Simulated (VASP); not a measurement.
# Al7Cu4 (a cell with a defect) in VASP: single point with PBE

Aim: the single point of Al7Cu4 (a cell with a defect) with PBE.

All numbers are computed with VASP 6.6.1; they aren't measurements. Logs are shortened: lines on timing, memory, paths and dates and some standing lists are left out, and cuts for length are marked.

### Step 1. The cell of the first run

The cell holds a defect, 11 atoms: a = 5.782 Å, b = 5.783 Å, c = 5.783 Å, α = 90.00°, β = 90.00°, γ = 90.00°.

### Step 2. Single point, PBE

File INCAR:

```
SYSTEM = Al7Cu4
PREC = Accurate ; ENCUT = 520
EDIFF = 1E-7 ; ISMEAR = 0
SIGMA = 0.1 ; LREAL = .False.
LASPH = .True. ; NELM = 100
ALGO = Fast ; ISIF = 2
LWAVE = .False. ; LCHARG = .False.
GGA = PE ; NBANDS = 44
```

File KPOINTS:

```
Automatic mesh
0
Gamma
  5 5 5
  0 0 0
```

File POSCAR:

```
Al7Cu4
1.0
    0.0000000000      0.0000000000     -5.7824626420
    4.0892560448      4.0892560448      0.0000000000
    4.0892560448     -4.0892560448      0.0000000000
Al Cu
7 4
Direct
    0.7500000000      0.2500000000      0.7500000000
    0.2500000000      0.7500000000      0.7500000000
    0.7500000000      0.7500000000      0.2500000000
    0.2500000000      0.2500000000      0.7500000000
    0.7500000000      0.2500000000      0.2500000000
    0.2500000000      0.7500000000      0.2500000000
    0.7500000000      0.7500000000      0.7500000000
   -0.0024293994     -0.0024300674      0.5024300674
    0.5024293994     -0.0024300674     -0.0024300674
   -0.0024293994      0.5024300674     -0.0024300674
    0.5024293994      0.5024300674      0.5024300674
```

Potentials or basis: VASP PAW PBE potentials, release 64 (Al, Cu).

On the command line:

```console
$ cat potpaw_PBE.64/Al/POTCAR potpaw_PBE.64/Cu/POTCAR > POTCAR
$ mpirun -np 1 vasp_std > vasp.out
```

OUTCAR:

```text
SYSTEM = Al7Cu4
   PREC = Accurate
   ENCUT = 520
   EDIFF = 1E-7
   ISMEAR = 0
   LREAL = .False.
   LASPH = .True.
   NELM = 100
   ISIF = 2
   GGA = PE

 ion  position               nearest neighbor table
   1  0.750  0.250  0.750-   8 2.50   9 2.50  10 2.50  11 2.50   4 2.89   4 2.89   7 2.89   5 2.89
                             7 2.89   5 2.89
   2  0.250  0.750  0.750-   8 2.50   9 2.50  10 2.50  11 2.50   7 2.89   7 2.89   4 2.89   6 2.89
                             4 2.89   6 2.89
   3  0.750  0.750  0.250-   8 2.50   9 2.50  10 2.50  11 2.50   6 2.89   6 2.89   7 2.89   7 2.89
                             5 2.89   5 2.89
   4  0.250  0.250  0.750-   8 2.51   9 2.51  10 2.51  11 2.51   1 2.89   1 2.89   2 2.89   2 2.89

   5  0.750  0.250  0.250-   8 2.51   9 2.51  10 2.51  11 2.51   1 2.89   3 2.89   1 2.89   3 2.89

   6  0.250  0.750  0.250-   8 2.51   9 2.51  10 2.51  11 2.51   3 2.89   3 2.89   2 2.89   2 2.89

   7  0.750  0.750  0.750-   8 2.48   9 2.48  10 2.48  11 2.48   2 2.89   2 2.89   3 2.89   3 2.89
                             1 2.89   1 2.89
   8  0.998  0.998  0.502-   7 2.48   2 2.50   3 2.50   1 2.50   6 2.51   4 2.51   5 2.51
   9  0.502  0.998  0.998-   7 2.48   2 2.50   3 2.50   1 2.50   6 2.51   4 2.51   5 2.51
  10  0.998  0.502  0.998-   7 2.48   2 2.50   3 2.50   1 2.50   6 2.51   4 2.51   5 2.51
  11  0.502  0.502  0.502-   7 2.48   2 2.50   3 2.50   1 2.50   6 2.51   4 2.51   5 2.51

  LATTYP: Found a simple tetragonal cell.
 ALAT       =     5.7830813586
 C/A-ratio  =     0.9998930126

  Lattice vectors:

 A1 = (   4.0892560448,   4.0892560448,   0.0000000000)
 A2 = (   4.0892560448,  -4.0892560448,   0.0000000000)
 A3 = (   0.0000000000,   0.0000000000,  -5.7824626420)

Analysis of symmetry for initial positions (statically):
=====================================================================
 Subroutine PRICEL returns:
 Original cell was already a primitive cell.

 Routine SETGRP: Setting up the symmetry group for a
 simple tetragonal supercell.

 Subroutine GETGRP returns: Found  8 space group operations
 (whereof  2 operations were pure point group operations)
 out of a pool of 16 trial point group operations.

The static configuration has the point symmetry C_1h.
 The point group associated with its full space group is D_2d.

Analysis of symmetry for dynamics (positions and initial velocities):
=====================================================================
 Subroutine PRICEL returns:
 Original cell was already a primitive cell.

 Routine SETGRP: Setting up the symmetry group for a
 simple tetragonal supercell.

 Subroutine GETGRP returns: Found  8 space group operations
 (whereof  2 operations were pure point group operations)
 out of a pool of 16 trial point group operations.

The dynamic configuration has the point symmetry C_1h.
 The point group associated with its full space group is D_2d.

 Subroutine INISYM returns: Found  8 space group operations
 (whereof  2 operations are pure point group operations),
 and found     1 'primitive' translations

----------------------------------------------------------------------------------------

                                     Primitive cell

  volume of cell :     193.3889

  direct lattice vectors                    reciprocal lattice vectors
     0.000000000  0.000000000 -5.782462642     0.000000000  0.000000000 -0.172936699
     4.089256045  4.089256045  0.000000000     0.122271629  0.122271629  0.000000000
     4.089256045 -4.089256045  0.000000000     0.122271629 -0.122271629  0.000000000

  length of vectors
     5.782462642  5.783081359  5.783081359     0.172936699  0.172918197  0.172918197

  position of ions in fractional coordinates (direct lattice)
     0.750000000  0.250000000  0.750000000
     0.250000000  0.750000000  0.750000000
     0.750000000  0.750000000  0.250000000
     0.250000000  0.250000000  0.750000000
     0.750000000  0.250000000  0.250000000
     0.250000000  0.750000000  0.250000000
     0.750000000  0.750000000  0.750000000
     0.997570601  0.997569933  0.502430067
     0.502429399  0.997569933  0.997569933
     0.997570601  0.502430067  0.997569933
     0.502429399  0.502430067  0.502430067

  ion indices of the primitive-cell ions
   primitive index   ion index
                 1           1
                 2           2
                 3           3
                 4           4
                 5           5
                 6           6
                 7           7
                 8           8
                 9           9
                10          10
                11          11

----------------------------------------------------------------------------------------

 KPOINTS: Automatic mesh

Automatic generation of k-mesh.
 Grid dimensions read from file:
 generate k-points for:    5    5    5

 Generating k-lattice:

  Cartesian coordinates                     Fractional coordinates (reciprocal lattice)
     0.000000000  0.000000000 -0.034587340     0.200000000  0.000000000  0.000000000
     0.024454326  0.024454326  0.000000000     0.000000000  0.200000000  0.000000000
     0.024454326 -0.024454326  0.000000000     0.000000000  0.000000000  0.200000000

  Length of vectors
     0.034587340  0.034583639  0.034583639

  Shift w.r.t. Gamma in fractional coordinates (k-lattice)
     0.000000000  0.000000000  0.000000000

 Subroutine IBZKPT returns following result:
 ===========================================

 Found     18 irreducible k-points:

 Following reciprocal coordinates:
            Coordinates               Weight
  0.000000  0.000000  0.000000      1.000000
  0.200000  0.000000  0.000000      2.000000
  0.400000  0.000000  0.000000      2.000000
  0.000000  0.200000  0.000000      4.000000
  0.200000  0.200000  0.000000      8.000000
  0.400000  0.200000  0.000000      8.000000
[... 10 lines left out ...]
  0.200000  0.400000  0.400000      8.000000
  0.400000  0.400000  0.400000      8.000000
   k-points           NKPTS =     18   k-points in BZ     NKDIM =     18   number of bands    NBANDS=     44
   number of dos      NEDOS =    301   number of ions     NIONS =     11
   total plane-waves  NPLWV = 110592
   dimension x,y,z NGX =    48 NGY =   48 NGZ =   48
   dimension x,y,z NGXF=    96 NGYF=   96 NGZF=   96
   ions per type =               7   4
   NGX,Y,Z   is equivalent  to a cutoff of  13.80, 13.80, 13.80 a.u.
   NGXF,Y,Z  is equivalent  to a cutoff of  27.60, 27.60, 27.60 a.u.
 SYSTEM =  Al7Cu4
   PREC   = accura    normal or accurate (medium, high low for compatibility)
   ISTART =      0    job   : 0-new  1-cont  2-samecut
   ICHARG =      2    charge: 1-file 2-atom 10-const
   ISPIN  =      1    spin polarized calculation?
   LNONCOLLINEAR =      F non collinear calculations
   LSORBIT =      F    spin-orbit coupling
   LASPH  =      T    aspherical Exc in radial PAW
   ENCUT  =  520.0 eV  38.22 Ry    6.18 a.u.  10.75 10.75 10.75*2*pi/ulx,y,z
   NELM   =    100;   NELMIN=  2; NELMDL= -5     # of ELM steps
   EDIFF  = 0.1E-06   stopping-criterion for ELM
   LREAL  =      F    real-space projection
   EDIFFG = 0.1E-05   stopping-criterion for IOM
   NSW    =      0    number of steps for IOM
   IBRION =     -1    ionic relax: 0-MD 1-quasi-New 2-CG
   NFREE  =      0    steps in history (QN), initial steepest desc. (CG)
   ISIF   =      2    stress and relaxation
   ISYM   =      2    0-nonsym 1-usesym 2-fastsym
   POTIM  = 0.5000    time-step for ionic-motion
   TEBEG  =    0.0;   TEEND  =   0.0 temperature during run
   PSTRESS=    0.0 pullay stress
   NELECT =      65.0000    total number of electrons
   NUPDOWN=      -1.0000    fix difference up-down
   EMIN   =  10.00;   EMAX   =-10.00  energy-range for DOS
   EFERMI =   0.00;   METHOD = LEGACY
   ISMEAR =     0;   SIGMA  =   0.10  broadening in eV -4-tet -1-fermi 0-gaus
   EFERMI_NEDOS =   21; number of points for ismear=-14 and -15
   IALGO  =     68    algorithm
   IMIX   =      4    mixing-type and parameters
     AMIX     =   0.40;   BMIX     =  1.00
     AMIX_MAG =   1.60;   BMIX_MAG =  1.00
  volume/ion in A,a.u.               =      17.58       118.64
  Fermi-wavevector in a.u.,A,eV,Ry     =   1.138244  2.150970 17.627708  1.295600
  Thomas-Fermi vector in A             =   2.274949
   LORBIT       =      0    0 simple, 1 ext, 2 COOP (PROOUT), +10 PAW based schemes
   GGA     = PE    functional components
   LHFCALC =     F    Hartree Fock is set to
   AEXX    =    0.0000 exact exchange contribution
   IVDW    =     0    specifies the selected vdW correction
   LEPSILON=     F    determine dielectric tensor
   LRPA    =     F    only Hartree local field effects (RPA)
 non-spin polarized calculation
 RMM-DIIS sequential band-by-band and
 Gauss-broadening in eV      SIGMA  =   0.10
  energy-cutoff  :      520.00
  volume of cell :      193.39
 maximum number of plane-waves:      5230
 NGX is ok and might be reduce to    48
   NGX = 21   NGY = 21   NGZ = 21

 number of electron      64.9999993 magnetization

 Free energy of the ion-electron system (eV)
  ---------------------------------------------------
  ext. energy  EPLUGINS =         0.00000000
  ---------------------------------------------------
  free energy    TOTEN  =       -41.24997976 eV

  energy without entropy =      -41.21889245  energy(sigma->0) =      -41.23443611

 E-fermi :   5.7440     XC(G=0):  -9.9902

 val. band max:        5.7361515167   @ k =   0.2000   0.2000   0.2000
 cond. band min:       5.7730614174   @ k =   0.4000   0.2000   0.2000
 fundamental gap:      0.0369099007
 Fermi energy:         5.7439618326

 k-point     1 :       0.0000    0.0000    0.0000
  band No.  band energies     occupation
      1      -3.8150      2.00000
      2      -0.0915      2.00000
      3      -0.0906      2.00000
      4       0.5033      2.00000
      5       0.5033      2.00000
      6       0.5035      2.00000
[... 36 lines left out ...]
     43       9.7413      0.00000
     44       9.7415      0.00000
[... 758 lines left out ...]
      4      -0.9290      2.00000
      5      -0.0449      2.00000
      6      -0.0449      2.00000
[... 36 lines left out ...]
     43      10.4396      0.00000
     44      10.4599      0.00000

------------------------ aborting loop because EDIFF is reached ----------------------------------------

  FORCE on cell =-STRESS in cart. coord.  units (eV):
  Direction    XX          YY          ZZ          XY          YZ          ZX
  --------------------------------------------------------------------------------------
  -------------------------------------------------------------------------------------
  Total       -0.5938339     -0.5938339     -0.5888927      0.0000000      0.0000000      0.0000000
  in kB       -4.9197625     -4.9197625     -4.8788255      0.0000000      0.0000000      0.0000000
  external PRESSURE =      -4.9061168 kB  Pullay stress =       0.0000000 kB

 VOLUME and BASIS-vectors are now :
 -----------------------------------------------------------------------------
  energy-cutoff  :      520.00
  volume of cell :      193.39
      direct lattice vectors                 reciprocal lattice vectors
     0.000000000  0.000000000 -5.782462642     0.000000000  0.000000000 -0.172936699
     4.089256045  4.089256045  0.000000000     0.122271629  0.122271629  0.000000000
     4.089256045 -4.089256045  0.000000000     0.122271629 -0.122271629  0.000000000

 POSITION                                       TOTAL-FORCE (eV/Angst)
 -----------------------------------------------------------------------------------
      4.08926     -2.04463     -4.33685        -0.000000     -0.000000      0.000000
      6.13388      0.00000     -1.44562        -0.000000     -0.000000      0.000000
      4.08926      2.04463     -4.33685        -0.000000     -0.000000      0.000000
      4.08926     -2.04463     -1.44562        -0.000000     -0.000000     -0.000000
      2.04463      0.00000     -4.33685        -0.000000     -0.000000      0.000000
      4.08926      2.04463     -1.44562        -0.000000     -0.000000     -0.000000
      6.13388      0.00000     -4.33685        -0.000000     -0.000000      0.000000
      6.13388      2.02475     -5.76841        -0.000000      0.016744     -0.011832
      8.15864      0.00000     -2.90528         0.016744     -0.000000      0.011832
      6.13388     -2.02475     -5.76841        -0.000000     -0.016744     -0.011832
      4.10913      0.00000     -2.90528        -0.016744     -0.000000      0.011832
 -----------------------------------------------------------------------------------
    total drift:                               -0.000000     -0.000000      0.000000

  FREE ENERGIE OF THE ION-ELECTRON SYSTEM (eV)
  ---------------------------------------------------
  free  energy   TOTEN  =       -41.2499797607 eV

  energy  without entropy=      -41.2188924504  energy(sigma->0) =      -41.23443611
```

Wall time 4 min (1 thread of Intel Xeon Platinum 8488C (Sapphire Rapids), shared host); peak memory 0.38 GiB.

What came out:

| Quantity | Value |
| --- | --- |
| Free energy | -41.2500 eV |
| Pressure | -0.5 GPa |
| Largest force | 0.021 eV/Å |

Forces in eV/Å, atoms in the order of the input:
```
Al   0.000  0.000  0.000
Al   0.000  0.000  0.000
Al   0.000  0.000  0.000
Al   0.000  0.000  0.000
Al   0.000  0.000  0.000
Al   0.000  0.000  0.000
Al   0.000  0.000  0.000
Cu   0.000  0.017 -0.012
Cu   0.017  0.000  0.012
Cu   0.000 -0.017 -0.012
Cu  -0.017  0.000  0.012
```
